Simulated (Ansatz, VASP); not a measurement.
# Two plane-wave programs on SnTe

The input INCAR:

```
SYSTEM = SnTe
  ALGO = Normal
  EDIFF = 1E-6
  ENCUT = 520
  GGA = PE
  ISIF = 2
  ISMEAR = 0
  LASPH = .TRUE.
  LCHARG = .TRUE.
  LELF = .TRUE.
  LREAL = .FALSE.
  LVHAR = .TRUE.
  LWAVE = .FALSE.
  NBANDS = 28
  NELM = 100
  PREC = Accurate
  SIGMA = 0.01
```

The input KPOINTS:

```
k-points
0
G
  6 6 4
  0 0 0
```

Contents of POSCAR:

```
SnTe
1.0
    5.3153732353      0.0000000000      0.0000000000
   -2.6576866177      4.6032482523      0.0000000000
    0.0000000000      0.0000000000      6.3780930858
Sn Te
2 2
Direct
    0.3333333333      0.6666666667     -0.0502760678
    0.6666666667      0.3333333333      0.4497239322
    0.3333333333      0.6666666667      0.4252760678
    0.6666666667      0.3333333333      0.9252760678
```

Input for Ansatz:

```yaml
crystal:
  lattice:
    - [5.3153732353, 0.0, 0.0]
    - [-2.6576866177, 4.6032482523, 0.0]
    - [0.0, 0.0, 6.3780930858]
  atoms:
    - { symbol: Sn, position: [0.3333333333, 0.6666666667, -0.0502760678] }
    - { symbol: Sn, position: [0.6666666667, 0.3333333333, 0.4497239322] }
    - { symbol: Te, position: [0.3333333333, 0.6666666667, 0.4252760678] }
    - { symbol: Te, position: [0.6666666667, 0.3333333333, 0.9252760678] }
kpoints:
  mp_grid: { grid: [6, 6, 4] }
hamiltonian:
  xc: pbe
scf:
  occupations: { method: fixed }
  n_extra_bands: 5
output:
  forces: true
  stress: true
  eigenvalues: true
```

Alike in both runs: task single point; functional PBE; k mesh 6 × 6 × 4; no spin polarisation.

|  | VASP | Ansatz |
| --- | --- | --- |
| version | VASP 6.6.1 | Ansatz 0.2.0 |
| potentials or method | VASP PAW PBE potentials, release 64 (Sn_d, Te) | plane waves, PAW |
| plane-wave cutoff (eV) | 520 | 420 |
| occupations | gaussian, width 0.01 eV | fixed |
| valence electrons in the cell | 40 | 60 |

```tsv
	VASP	Ansatz	Ansatz less VASP
gap on the k mesh at the Fermi level (eV)	0.42	0.43	+0.002
pressure (GPa)	2.1	2.1	+0.01
traceless stress, the component that is largest in VASP (GPa)	0.10	0.09	-0.010
rms of the force components (eV/Å)	0.058	0.055	-0.0035
```

Atom by atom the forces differ by 0.003 eV/Å (rms over components). VASP's potentials hold 40 valence electrons a cell and Ansatz's 60, so a difference there can come from the potentials and not from the codes.

Neither program's run includes spin-orbit coupling.
